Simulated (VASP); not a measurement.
BaSr3, 4 atoms in the cell. Symmetry: Fm-3m, No. 225, cubic system. The conventional cell has a = 9.750 Å, b = 9.750 Å, c = 9.750 Å, α = 90.00°, β = 90.00°, γ = 90.00°. Ba (site symmetry m-3m) has 14 Sr at 4.22 to 4.88 Å within 5.5 Å. Within 5.5 Å of Sr (site symmetry -43m) lie 4 Ba at 4.22 Å and 10 Sr at 4.22 to 4.88 Å. Within 5.5 Å of Sr (site symmetry m-3m) lie 8 Sr at 4.22 Å and 6 Ba at 4.88 Å. 

- Program: VASP 6.6.1
- Task: single point
- Functional: PBEsol
- Potentials or basis: VASP PAW PBE potentials, release 64 (Ba_sv, Sr_sv)
- Cutoff: 520 eV
- k mesh: 5 × 5 × 5
- Occupations: gaussian, width 0.1 eV
- Spin: no spin polarisation
- Dipole correction: no
- Further INCAR settings: ALGO = Normal; EDIFF = 1e-06; NBANDS = 28

Potentials or basis: VASP PAW PBE potentials, release 64 (Ba_sv, Sr_sv).

Launch:

```bash
$ cat potpaw_PBE.64/Ba_sv/POTCAR potpaw_PBE.64/Sr_sv/POTCAR > POTCAR
$ mpirun -np 1 vasp_std > vasp.out
```

Hardware: 1 thread of Intel Xeon 6975P-C, on a shared host.

Task: How long does it take, and how much memory?

Result: Wall time 83 s on 1 thread of Intel Xeon 6975P-C (shared host), peak memory 0.4 GiB. Counts: scf iterations 12, k points 10.
